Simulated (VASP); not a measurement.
# BeS (F-43m) in VASP: notebook

BeS is run at these levels: PBE; tasks: electric field gradients.

Program: VASP 6.6.1. These are calculated values, not measurements. Logs are shortened: lines on timing, memory, paths and dates and some standing lists are left out, and cuts for length are marked.

## (1) The cell of the first run

It takes space group F-43m (No. 216, cubic). Conventional cell: a = 4.850 Å, b = 4.850 Å, c = 4.850 Å, α = 90.00°, β = 90.00°, γ = 90.00°. Within 2.8 Å of Be (site symmetry -43m) lie 4 S at 2.10 Å. S (site symmetry -43m) has 4 Be at 2.10 Å within 2.8 Å.

## (2) Electric field gradients, PBE

File INCAR:

```
SYSTEM = BeS
  PREC = Accurate
  ENCUT = 520
  EDIFF = 1E-8
  ISMEAR = -1
  SIGMA = 0.02
  LREAL = .FALSE.
  LASPH = .TRUE.
  NELM = 80
  ALGO = Normal
  ISIF = 2
  LWAVE = .FALSE.
  LCHARG = .FALSE.
  GGA = PE
  LEFG = .TRUE.
  NBANDS = 11
```

File KPOINTS:

```
Automatic mesh
0
G
  7 7 7
  0 0 0
```

File POSCAR:

```
BeS
1.0
    0.0000000000      2.4250000000      2.4250000000
    2.4250000000      0.0000000000      2.4250000000
    2.4250000000      2.4250000000      0.0000000000
Be S
1 1
Direct
    0.0000000000      0.0000000000      0.0000000000
    0.7500000000      0.7500000000      0.7500000000
```

Potentials or basis: VASP PAW PBE potentials, release 64 (Be, S).

Launch:

```bash
$ cat potpaw_PBE.64/Be/POTCAR potpaw_PBE.64/S/POTCAR > POTCAR
$ mpirun -np 1 vasp_std > vasp.out
```

OUTCAR:

```text
SYSTEM = BeS
   PREC = Accurate
   ENCUT = 520
   EDIFF = 1E-8
   ISMEAR = -1
   LREAL = .FALSE.
   LASPH = .TRUE.
   NELM = 80
   ISIF = 2
   GGA = PE

 ion  position               nearest neighbor table
   1  0.000  0.000  0.000-   2 2.10   2 2.10   2 2.10   2 2.10
   2  0.750  0.750  0.750-   1 2.10   1 2.10   1 2.10   1 2.10

  LATTYP: Found a face centered cubic cell.
 ALAT       =     4.8500000000

  Lattice vectors:

 A1 = (   0.0000000000,   2.4250000000,   2.4250000000)
 A2 = (   2.4250000000,   0.0000000000,   2.4250000000)
 A3 = (   2.4250000000,   2.4250000000,   0.0000000000)

Analysis of symmetry for initial positions (statically):
=====================================================================
 Subroutine PRICEL returns:
 Original cell was already a primitive cell.

 Routine SETGRP: Setting up the symmetry group for a
 face centered cubic supercell.

 Subroutine GETGRP returns: Found 24 space group operations
 (whereof 24 operations were pure point group operations)
 out of a pool of 48 trial point group operations.

The static configuration has the point symmetry T_d .

Analysis of symmetry for dynamics (positions and initial velocities):
=====================================================================
 Subroutine PRICEL returns:
 Original cell was already a primitive cell.

 Routine SETGRP: Setting up the symmetry group for a
 face centered cubic supercell.

 Subroutine GETGRP returns: Found 24 space group operations
 (whereof 24 operations were pure point group operations)
 out of a pool of 48 trial point group operations.

The dynamic configuration has the point symmetry T_d .

 Subroutine INISYM returns: Found 24 space group operations
 (whereof 24 operations are pure point group operations),
 and found     1 'primitive' translations

----------------------------------------------------------------------------------------

                                     Primitive cell

  volume of cell :      28.5210

  direct lattice vectors                    reciprocal lattice vectors
     0.000000000  2.425000000  2.425000000    -0.206185567  0.206185567  0.206185567
     2.425000000  0.000000000  2.425000000     0.206185567 -0.206185567  0.206185567
     2.425000000  2.425000000  0.000000000     0.206185567  0.206185567 -0.206185567

  length of vectors
     3.429467889  3.429467889  3.429467889     0.357123878  0.357123878  0.357123878

  position of ions in fractional coordinates (direct lattice)
     0.000000000  0.000000000  0.000000000
     0.750000000  0.750000000  0.750000000

  ion indices of the primitive-cell ions
   primitive index   ion index
                 1           1
                 2           2

----------------------------------------------------------------------------------------

 KPOINTS: Automatic mesh

Automatic generation of k-mesh.
 Grid dimensions read from file:
 generate k-points for:    7    7    7

 Generating k-lattice:

  Cartesian coordinates                     Fractional coordinates (reciprocal lattice)
    -0.029455081  0.029455081  0.029455081     0.142857143  0.000000000  0.000000000
     0.029455081 -0.029455081  0.029455081     0.000000000  0.142857143  0.000000000
     0.029455081  0.029455081 -0.029455081     0.000000000  0.000000000  0.142857143

  Length of vectors
     0.051017697  0.051017697  0.051017697

  Shift w.r.t. Gamma in fractional coordinates (k-lattice)
     0.000000000  0.000000000  0.000000000

 Subroutine IBZKPT returns following result:
 ===========================================

 Found     20 irreducible k-points:

 Following reciprocal coordinates:
            Coordinates               Weight
  0.000000  0.000000  0.000000      1.000000
  0.142857  0.000000  0.000000      8.000000
  0.285714  0.000000  0.000000      8.000000
  0.428571  0.000000  0.000000      8.000000
  0.142857  0.142857  0.000000      6.000000
  0.285714  0.142857  0.000000     24.000000
[... 12 lines left out ...]
 -0.428571  0.428571  0.142857     24.000000
 -0.285714  0.428571  0.142857     24.000000
   k-points           NKPTS =     20   k-points in BZ     NKDIM =     20   number of bands    NBANDS=     11
   number of dos      NEDOS =    301   number of ions     NIONS =      2
   total plane-waves  NPLWV =  21952
   dimension x,y,z NGX =    28 NGY =   28 NGZ =   28
   dimension x,y,z NGXF=    56 NGYF=   56 NGZF=   56
   ions per type =               1   1
   NGX,Y,Z   is equivalent  to a cutoff of  13.57, 13.57, 13.57 a.u.
   NGXF,Y,Z  is equivalent  to a cutoff of  27.15, 27.15, 27.15 a.u.
 SYSTEM =  BeS
   PREC   = accura    normal or accurate (medium, high low for compatibility)
   ISTART =      0    job   : 0-new  1-cont  2-samecut
   ICHARG =      2    charge: 1-file 2-atom 10-const
   ISPIN  =      1    spin polarized calculation?
   LNONCOLLINEAR =      F non collinear calculations
   LSORBIT =      F    spin-orbit coupling
   LASPH  =      T    aspherical Exc in radial PAW
   ENCUT  =  520.0 eV  38.22 Ry    6.18 a.u.   6.38  6.38  6.38*2*pi/ulx,y,z
   NELM   =     80;   NELMIN=  2; NELMDL= -5     # of ELM steps
   EDIFF  = 0.1E-07   stopping-criterion for ELM
   LREAL  =      F    real-space projection
   EDIFFG = 0.1E-06   stopping-criterion for IOM
   NSW    =      0    number of steps for IOM
   IBRION =     -1    ionic relax: 0-MD 1-quasi-New 2-CG
   NFREE  =      0    steps in history (QN), initial steepest desc. (CG)
   ISIF   =      2    stress and relaxation
   ISYM   =      2    0-nonsym 1-usesym 2-fastsym
   POTIM  = 0.5000    time-step for ionic-motion
   TEBEG  =    0.0;   TEEND  =   0.0 temperature during run
   PSTRESS=    0.0 pullay stress
   NELECT =       8.0000    total number of electrons
   NUPDOWN=      -1.0000    fix difference up-down
   EMIN   =  10.00;   EMAX   =-10.00  energy-range for DOS
   EFERMI =   0.00;   METHOD = LEGACY
   ISMEAR =    -1;   SIGMA  =   0.02  broadening in eV -4-tet -1-fermi 0-gaus
   EFERMI_NEDOS =   21; number of points for ismear=-14 and -15
   IALGO  =     38    algorithm
   IMIX   =      4    mixing-type and parameters
     AMIX     =   0.40;   BMIX     =  1.00
     AMIX_MAG =   1.60;   BMIX_MAG =  1.00
  volume/ion in A,a.u.               =      14.26        96.23
  Fermi-wavevector in a.u.,A,eV,Ry     =   1.071642  2.025110 15.625158  1.148417
  Thomas-Fermi vector in A             =   2.207388
   LORBIT       =      0    0 simple, 1 ext, 2 COOP (PROOUT), +10 PAW based schemes
   GGA     = PE    functional components
   LHFCALC =     F    Hartree Fock is set to
   AEXX    =    0.0000 exact exchange contribution
   IVDW    =     0    specifies the selected vdW correction
   LEPSILON=     F    determine dielectric tensor
   LRPA    =     F    only Hartree local field effects (RPA)
 non-spin polarized calculation
  energy-cutoff  :      520.00
  volume of cell :       28.52
 maximum number of plane-waves:       779
 NGX is ok and might be reduce to    28
   NGX = 13   NGY = 13   NGZ = 13

 number of electron       7.9999999 magnetization

 Free energy of the ion-electron system (eV)
  ---------------------------------------------------
  ext. energy  EPLUGINS =         0.00000000
  ---------------------------------------------------
  free energy    TOTEN  =       -10.01042843 eV

  energy without entropy =      -10.01042843  energy(sigma->0) =      -10.01042843

 E-fermi :   4.6322     XC(G=0):  -9.7305

 val. band max:        4.1754404353   @ k =   0.0000   0.0000   0.0000
 cond. band min:       7.4397086192   @ k =   0.4286   0.4286   0.0000
 fundamental gap:      3.2642681839
 Fermi energy:         4.6322081638

 k-point     1 :       0.0000    0.0000    0.0000
  band No.  band energies     occupation
      1      -9.5174      2.00000
      2       4.1754      2.00000
      3       4.1754      2.00000
      4       4.1754      2.00000
      5       9.8448      0.00000
      6       9.8448      0.00000
      7       9.8448      0.00000
      8      10.0614      0.00000
      9      16.9889      0.00000
     10      16.9889      0.00000
     11      19.0475      0.00000
[... 253 lines left out ...]
 k-point    20 :      -0.2857    0.4286    0.1429
  band No.  band energies     occupation
      1      -7.3626      2.00000
      2      -0.2010      2.00000
      3       0.0918      2.00000
      4       1.4613      2.00000
      5       9.8750      0.00000
      6      12.2036      0.00000
      7      13.3342      0.00000
      8      13.7232      0.00000
      9      16.9047      0.00000
     10      18.7766      0.00000
     11      21.3987      0.00000

------------------------ aborting loop because EDIFF is reached ----------------------------------------

  FORCE on cell =-STRESS in cart. coord.  units (eV):
  Direction    XX          YY          ZZ          XY          YZ          ZX
  --------------------------------------------------------------------------------------
  -------------------------------------------------------------------------------------
  Total        0.2780393      0.2780393      0.2780393      0.0000000      0.0000000     -0.0000000
  in kB       15.6189404     15.6189404     15.6189404      0.0000000      0.0000000     -0.0000000
  external PRESSURE =      15.6189404 kB  Pullay stress =       0.0000000 kB

 VOLUME and BASIS-vectors are now :
 -----------------------------------------------------------------------------
  energy-cutoff  :      520.00
  volume of cell :       28.52
      direct lattice vectors                 reciprocal lattice vectors
     0.000000000  2.425000000  2.425000000    -0.206185567  0.206185567  0.206185567
     2.425000000  0.000000000  2.425000000     0.206185567 -0.206185567  0.206185567
     2.425000000  2.425000000  0.000000000     0.206185567  0.206185567 -0.206185567

 POSITION                                       TOTAL-FORCE (eV/Angst)
 -----------------------------------------------------------------------------------
      0.00000      0.00000      0.00000         0.000000      0.000000      0.000000
      3.63750      3.63750      3.63750        -0.000000     -0.000000     -0.000000
 -----------------------------------------------------------------------------------
    total drift:                                0.000000      0.000000     -0.000000

  FREE ENERGIE OF THE ION-ELECTRON SYSTEM (eV)
  ---------------------------------------------------
  free  energy   TOTEN  =       -10.0104284286 eV

  energy  without entropy=      -10.0104284286  energy(sigma->0) =      -10.01042843

 Electric field gradients (V/A^2)
---------------------------------------------------------------------
 ion       V_xx      V_yy      V_zz      V_xy      V_xz      V_yz
---------------------------------------------------------------------
   1      -0.000    -0.000     0.000    -0.000    -0.000    -0.000
   2      -0.000    -0.000    -0.000     0.000     0.000     0.000
---------------------------------------------------------------------

 Electric field gradients after diagonalization (V/A^2)
 (convention: |V_zz| > |V_xx| > |V_yy|)
----------------------------------------------------------------------
 ion       V_xx      V_yy      V_zz     asymmetry (V_yy - V_xx)/ V_zz
----------------------------------------------------------------------
   1       0.000     0.000    -0.000       0.000
   2      -0.000    -0.000     0.001       0.000
----------------------------------------------------------------------

           NMR quadrupolar parameters

 Cq : quadrupolar parameter    Cq=e*Q*V_zz/h
 eta: asymmetry parameters     (V_yy - V_xx)/ V_zz
 Q  : nuclear electric quadrupole moment in mb (millibarn)
----------------------------------------------------------------------
 ion       Cq(MHz)       eta       Q (mb)
----------------------------------------------------------------------
   1      -0.000       0.000       1.000
   2       0.000       0.000       1.000
----------------------------------------------------------------------
```

Run time: 8.8 s. Hardware: 1 thread of Intel Xeon Platinum 8488C (Sapphire Rapids), shared host; peak memory 0.14 GiB.

What came out:

| Quantity | Value |
| --- | --- |
| Free energy | -10.0104 eV |
| Pressure | 1.6 GPa |
| Band gap on the k mesh | 3.26 eV, indirect (least direct gap 5.67 eV) |

Caveat: without QUAD_EFG the Cq values of the log hold for a quadrupole moment of 1 mb, not for the nuclei. A k mesh can miss the band edges.

(Part 1 of 2 ends here.)
